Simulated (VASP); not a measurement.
# IrS (F-43m) in VASP: single point with LDA

Aim: the single point of IrS with LDA.

Program: VASP 6.6.1. These are calculated values, not measurements. Logs are shortened: lines on timing, memory, paths and dates and some standing lists are left out, and cuts for length are marked.

### 1 The cell of the first run

It takes space group F-43m (No. 216, cubic). Conventional cell: a = 5.273 Å, b = 5.273 Å, c = 5.273 Å, α = 90.00°, β = 90.00°, γ = 90.00°. Ir (site symmetry -43m) has 4 S at 2.28 Å within 3.0 Å. Within 3.0 Å of S (site symmetry -43m) lie 4 Ir at 2.28 Å.

### 2 Single point, LDA

Contents of INCAR:

```
ALGO = Normal
EDIFF = 1E-6
ENCUT = 560
GGA_COMPAT = F
ISIF = 2
ISMEAR = 0
LASPH = T
LCHARG = F
LREAL = F
LWAVE = F
NBANDS = 18
NELM = 120
PREC = Accurate
SIGMA = 0.05
```

Contents of KPOINTS:

```
k-points
0
Gamma
  10 10 10
```

Contents of POSCAR:

```
IrS
1.0
    0.0000000000      2.6364931245      2.6364931245
    2.6364931245      0.0000000000      2.6364931245
    2.6364931245      2.6364931245      0.0000000000
Ir S
1 1
Direct
    0.0000000000      0.0000000000      0.0000000000
    0.2500000000      0.2500000000      0.2500000000
```

Potentials or basis: VASP PAW LDA potentials, release 64 (Ir_sv_GW, S).

Started as:

```sh
$ cat potpaw_LDA.64/Ir_sv_GW/POTCAR potpaw_LDA.64/S/POTCAR > POTCAR
$ mpirun -np 1 vasp_std > vasp.out
```

OUTCAR:

```text
EDIFF = 1E-6
   ENCUT = 560
   ISIF = 2
   ISMEAR = 0
   LASPH = T
   LREAL = F
   NELM = 120
   PREC = Accurate

 ion  position               nearest neighbor table
   1  0.000  0.000  0.000-   2 2.28   2 2.28   2 2.28   2 2.28
   2  0.250  0.250  0.250-   1 2.28   1 2.28   1 2.28   1 2.28

  LATTYP: Found a face centered cubic cell.
 ALAT       =     5.2729862490

  Lattice vectors:

 A1 = (   0.0000000000,   2.6364931245,   2.6364931245)
 A2 = (   2.6364931245,   0.0000000000,   2.6364931245)
 A3 = (   2.6364931245,   2.6364931245,   0.0000000000)

Analysis of symmetry for initial positions (statically):
=====================================================================
 Subroutine PRICEL returns:
 Original cell was already a primitive cell.

 Routine SETGRP: Setting up the symmetry group for a
 face centered cubic supercell.

 Subroutine GETGRP returns: Found 24 space group operations
 (whereof 24 operations were pure point group operations)
 out of a pool of 48 trial point group operations.

The static configuration has the point symmetry T_d .

Analysis of symmetry for dynamics (positions and initial velocities):
=====================================================================
 Subroutine PRICEL returns:
 Original cell was already a primitive cell.

 Routine SETGRP: Setting up the symmetry group for a
 face centered cubic supercell.

 Subroutine GETGRP returns: Found 24 space group operations
 (whereof 24 operations were pure point group operations)
 out of a pool of 48 trial point group operations.

The dynamic configuration has the point symmetry T_d .

 Subroutine INISYM returns: Found 24 space group operations
 (whereof 24 operations are pure point group operations),
 and found     1 'primitive' translations

----------------------------------------------------------------------------------------

                                     Primitive cell

  volume of cell :      36.6530

  direct lattice vectors                    reciprocal lattice vectors
     0.000000000  2.636493124  2.636493124    -0.189645858  0.189645858  0.189645858
     2.636493124  0.000000000  2.636493124     0.189645858 -0.189645858  0.189645858
     2.636493124  2.636493124  0.000000000     0.189645858  0.189645858 -0.189645858

  length of vectors
     3.728564334  3.728564334  3.728564334     0.328476261  0.328476261  0.328476261

  position of ions in fractional coordinates (direct lattice)
     0.000000000  0.000000000  0.000000000
     0.250000000  0.250000000  0.250000000

  ion indices of the primitive-cell ions
   primitive index   ion index
                 1           1
                 2           2

----------------------------------------------------------------------------------------

 KPOINTS: k-points

Automatic generation of k-mesh.
 Grid dimensions read from file:
 generate k-points for:   10   10   10

 Generating k-lattice:

  Cartesian coordinates                     Fractional coordinates (reciprocal lattice)
    -0.018964586  0.018964586  0.018964586     0.100000000  0.000000000  0.000000000
     0.018964586 -0.018964586  0.018964586     0.000000000  0.100000000  0.000000000
     0.018964586  0.018964586 -0.018964586     0.000000000  0.000000000  0.100000000

  Length of vectors
     0.032847626  0.032847626  0.032847626

  Shift w.r.t. Gamma in fractional coordinates (k-lattice)
     0.000000000  0.000000000  0.000000000

 Subroutine IBZKPT returns following result:
 ===========================================

 Found     47 irreducible k-points:

 Following reciprocal coordinates:
            Coordinates               Weight
  0.000000  0.000000  0.000000      1.000000
  0.100000  0.000000  0.000000      8.000000
  0.200000  0.000000  0.000000      8.000000
  0.300000  0.000000  0.000000      8.000000
  0.400000  0.000000  0.000000      8.000000
  0.500000  0.000000  0.000000      4.000000
[... 16 lines left out ...]
  0.300000  0.300000  0.000000      6.000000
  0.400000  0.300000  0.000000     24.000000
 [... further k-points ...]
   k-points           NKPTS =     47   k-points in BZ     NKDIM =     47   number of bands    NBANDS=     18
   number of dos      NEDOS =    301   number of ions     NIONS =      2
   total plane-waves  NPLWV =  27000
   dimension x,y,z NGX =    30 NGY =   30 NGZ =   30
   dimension x,y,z NGXF=    60 NGYF=   60 NGZF=   60
   ions per type =               1   1
   NGX,Y,Z   is equivalent  to a cutoff of  13.38, 13.38, 13.38 a.u.
   NGXF,Y,Z  is equivalent  to a cutoff of  26.75, 26.75, 26.75 a.u.
 SYSTEM =  unknown system
   PREC   = accura    normal or accurate (medium, high low for compatibility)
   ISTART =      0    job   : 0-new  1-cont  2-samecut
   ICHARG =      2    charge: 1-file 2-atom 10-const
   ISPIN  =      1    spin polarized calculation?
   LNONCOLLINEAR =      F non collinear calculations
   LSORBIT =      F    spin-orbit coupling
   LASPH  =      T    aspherical Exc in radial PAW
   ENCUT  =  560.0 eV  41.16 Ry    6.42 a.u.   7.19  7.19  7.19*2*pi/ulx,y,z
   NELM   =    120;   NELMIN=  2; NELMDL= -5     # of ELM steps
   EDIFF  = 0.1E-05   stopping-criterion for ELM
   LREAL  =      F    real-space projection
   EDIFFG = 0.1E-04   stopping-criterion for IOM
   NSW    =      0    number of steps for IOM
   IBRION =     -1    ionic relax: 0-MD 1-quasi-New 2-CG
   NFREE  =      0    steps in history (QN), initial steepest desc. (CG)
   ISIF   =      2    stress and relaxation
   ISYM   =      2    0-nonsym 1-usesym 2-fastsym
   POTIM  = 0.5000    time-step for ionic-motion
   TEBEG  =    0.0;   TEEND  =   0.0 temperature during run
   PSTRESS=    0.0 pullay stress
   NELECT =      23.0000    total number of electrons
   NUPDOWN=      -1.0000    fix difference up-down
   EMIN   =  10.00;   EMAX   =-10.00  energy-range for DOS
   EFERMI =   0.00;   METHOD = LEGACY
   ISMEAR =     0;   SIGMA  =   0.05  broadening in eV -4-tet -1-fermi 0-gaus
   EFERMI_NEDOS =   21; number of points for ismear=-14 and -15
   IALGO  =     38    algorithm
   IMIX   =      4    mixing-type and parameters
     AMIX     =   0.40;   BMIX     =  1.00
     AMIX_MAG =   1.60;   BMIX_MAG =  1.00
  volume/ion in A,a.u.               =      18.33       123.67
  Fermi-wavevector in a.u.,A,eV,Ry     =   1.401568  2.648579 26.727183  1.964393
  Thomas-Fermi vector in A             =   2.524416
   LORBIT       =      0    0 simple, 1 ext, 2 COOP (PROOUT), +10 PAW based schemes
   GGA     = CA    functional components
   LHFCALC =     F    Hartree Fock is set to
   AEXX    =    0.0000 exact exchange contribution
   IVDW    =     0    specifies the selected vdW correction
   LEPSILON=     F    determine dielectric tensor
   LRPA    =     F    only Hartree local field effects (RPA)
 non-spin polarized calculation
 Gauss-broadening in eV      SIGMA  =   0.05
  energy-cutoff  :      560.00
  volume of cell :       36.65
 maximum number of plane-waves:      1117
 NGX is ok and might be reduce to    30
   NGX = 15   NGY = 15   NGZ = 15

 number of electron      22.9999999 magnetization

 Free energy of the ion-electron system (eV)
  ---------------------------------------------------
  ext. energy  EPLUGINS =         0.00000000
  ---------------------------------------------------
  free energy    TOTEN  =       -15.43526362 eV

  energy without entropy =      -15.43337967  energy(sigma->0) =      -15.43432164

 E-fermi :   7.7213     XC(G=0): -11.5367

 val. band max:        7.7187503036   @ k =  -0.4000   0.4000   0.1000
 cond. band min:       7.7838811506   @ k =   0.4000   0.3000   0.1000
 fundamental gap:      0.0651308470
 Fermi energy:         7.7212649519

 k-point     1 :       0.0000    0.0000    0.0000
  band No.  band energies     occupation
      1     -84.3970      2.00000
      2     -41.5276      2.00000
      3     -41.5276      2.00000
      4     -41.5276      2.00000
      5      -8.2601      2.00000
      6       0.8418      2.00000
[... 10 lines left out ...]
     17      14.6740      0.00000
     18      20.5590      0.00000

 k-point     2 :       0.1000    0.0000    0.0000
  band No.  band energies     occupation
      1     -84.3976      2.00000
      2     -41.5306      2.00000
      3     -41.5285      2.00000
      4     -41.5285      2.00000
      5      -8.1728      2.00000
      6       0.7343      2.00000
[... 10 lines left out ...]
     17      14.8124      0.00000
     18      20.8060      0.00000

 k-point     3 :       0.2000    0.0000    0.0000
  band No.  band energies     occupation
      1     -84.3975      2.00000
      2     -41.5371      2.00000
      3     -41.5296      2.00000
      4     -41.5296      2.00000
      5      -7.9378      2.00000
      6       0.5135      2.00000
[... 10 lines left out ...]
     17      15.2106      0.00000
     18      20.2348      0.00000

 k-point     4 :       0.3000    0.0000    0.0000
  band No.  band energies     occupation
      1     -84.3973      2.00000
      2     -41.5450      2.00000
      3     -41.5309      2.00000
      4     -41.5309      2.00000
      5      -7.6340      2.00000
      6       0.3581      2.00000
[... 10 lines left out ...]
     17      15.7182      0.00000
     18      20.2158      0.00000

 k-point     5 :       0.4000    0.0000    0.0000
  band No.  band energies     occupation
      1     -84.3974      2.00000
      2     -41.5518      2.00000
      3     -41.5320      2.00000
      4     -41.5320      2.00000
      5      -7.3771      2.00000
      6       0.3451      2.00000
[... 10 lines left out ...]
     17      16.0875      0.00000
     18      20.0347      0.00000

 k-point     6 :       0.5000    0.0000    0.0000
  band No.  band energies     occupation
      1     -84.3973      2.00000
      2     -41.5540      2.00000
      3     -41.5324      2.00000
      4     -41.5324      2.00000
      5      -7.2764      2.00000
      6       0.3768      2.00000
[... 10 lines left out ...]
     17      16.2101      0.00000
     18      19.7450      0.00000

 k-point     7 :       0.1000    0.1000    0.0000
  band No.  band energies     occupation
      1     -84.3977      2.00000
      2     -41.5309      2.00000
      3     -41.5291      2.00000
      4     -41.5291      2.00000
      5      -8.1436      2.00000
      6       0.6641      2.00000
[... 10 lines left out ...]
     17      14.9645      0.00000
     18      19.7908      0.00000

 k-point     8 :       0.2000    0.1000    0.0000
  band No.  band energies     occupation
      1     -84.3977      2.00000
      2     -41.5356      2.00000
      3     -41.5304      2.00000
      4     -41.5301      2.00000
      5      -7.9574      2.00000
      6       0.4741      2.00000
[... 10 lines left out ...]
     17      15.3610      0.00000
     18      19.3712      0.00000
[... 229 lines left out ...]
     17      16.5326      0.00000
     18      19.5393      0.00000

 k-point    20 :      -0.4000    0.2000    0.0000
  band No.  band energies     occupation
      1     -84.3975      2.00000
      2     -41.5514      2.00000
      3     -41.5385      2.00000
      4     -41.5339      2.00000
      5      -7.1432      2.00000
      6       0.5776      2.00000
[... 10 lines left out ...]
     17      16.6086      0.00000
     18      19.5632      0.00000

 k-point    21 :      -0.3000    0.2000    0.0000
  band No.  band energies     occupation
      1     -84.3974      2.00000
      2     -41.5485      2.00000
      3     -41.5380      2.00000
      4     -41.5326      2.00000
      5      -7.2846      2.00000
      6       0.5080      2.00000
[... 10 lines left out ...]
     17      15.9956      0.00000
     18      20.1308      0.00000

 k-point    22 :      -0.2000    0.2000    0.0000
  band No.  band energies     occupation
      1     -84.3973      2.00000
      2     -41.5439      2.00000
      3     -41.5354      2.00000
      4     -41.5310      2.00000
      5      -7.5285      2.00000
      6       0.3825      2.00000
[... 10 lines left out ...]
     17      15.6771      0.00000
     18      19.6723      0.00000

 k-point    23 :       0.3000    0.3000    0.0000
  band No.  band energies     occupation
      1     -84.3972      2.00000
      2     -41.5449      2.00000
      3     -41.5346      2.00000
      4     -41.5346      2.00000
      5      -7.4196      2.00000
      6      -0.0721      2.00000
[... 10 lines left out ...]
     17      17.1508      0.00000
     18      17.6689      0.00000

 k-point    24 :       0.4000    0.3000    0.0000
  band No.  band energies     occupation
      1     -84.3972      2.00000
      2     -41.5486      2.00000
      3     -41.5365      2.00000
      4     -41.5359      2.00000
      5      -7.2141      2.00000
      6      -0.1143      2.00000
[... 10 lines left out ...]
     17      17.5144      0.00000
     18      18.7726      0.00000

 [... further k-points ...]

------------------------ aborting loop because EDIFF is reached ----------------------------------------

  FORCE on cell =-STRESS in cart. coord.  units (eV):
  Direction    XX          YY          ZZ          XY          YZ          ZX
  --------------------------------------------------------------------------------------
  -------------------------------------------------------------------------------------
  Total       -1.9996978     -1.9996978     -1.9996978      0.0000000      0.0000000      0.0000000
  in kB      -87.4107876    -87.4107876    -87.4107876      0.0000000      0.0000000      0.0000000
  external PRESSURE =     -87.4107876 kB  Pullay stress =       0.0000000 kB

 VOLUME and BASIS-vectors are now :
 -----------------------------------------------------------------------------
  energy-cutoff  :      560.00
  volume of cell :       36.65
      direct lattice vectors                 reciprocal lattice vectors
     0.000000000  2.636493124  2.636493124    -0.189645858  0.189645858  0.189645858
     2.636493124  0.000000000  2.636493124     0.189645858 -0.189645858  0.189645858
     2.636493124  2.636493124  0.000000000     0.189645858  0.189645858 -0.189645858

 POSITION                                       TOTAL-FORCE (eV/Angst)
 -----------------------------------------------------------------------------------
      0.00000      0.00000      0.00000         0.000000      0.000000      0.000000
      1.31825      1.31825      1.31825        -0.000000     -0.000000     -0.000000
 -----------------------------------------------------------------------------------
    total drift:                               -0.000000     -0.000000     -0.000000

  FREE ENERGIE OF THE ION-ELECTRON SYSTEM (eV)
  ---------------------------------------------------
  free  energy   TOTEN  =       -15.4352636154 eV

  energy  without entropy=      -15.4333796660  energy(sigma->0) =      -15.43432164
```

Wall time 23 s (1 thread of Intel Xeon Platinum 8488C (Sapphire Rapids), shared host); peak memory 0.17 GiB.

What came out:

| Item | Value |
| --- | --- |
| Free energy | -15.4353 eV |
| Pressure | -8.7 GPa |
| Band gap on the k mesh | zero (an odd number of electrons rules out a gap without spin polarisation) |

Caveat: the cell stands under tension; spin-orbit coupling is left out, which moves the levels of the heavy elements; an odd number of electrons without spin polarisation forces a metal; a magnetic or distorted state may lie lower.

The gap in the log of VASP goes by the Fermi energy; the results here count the filled bands.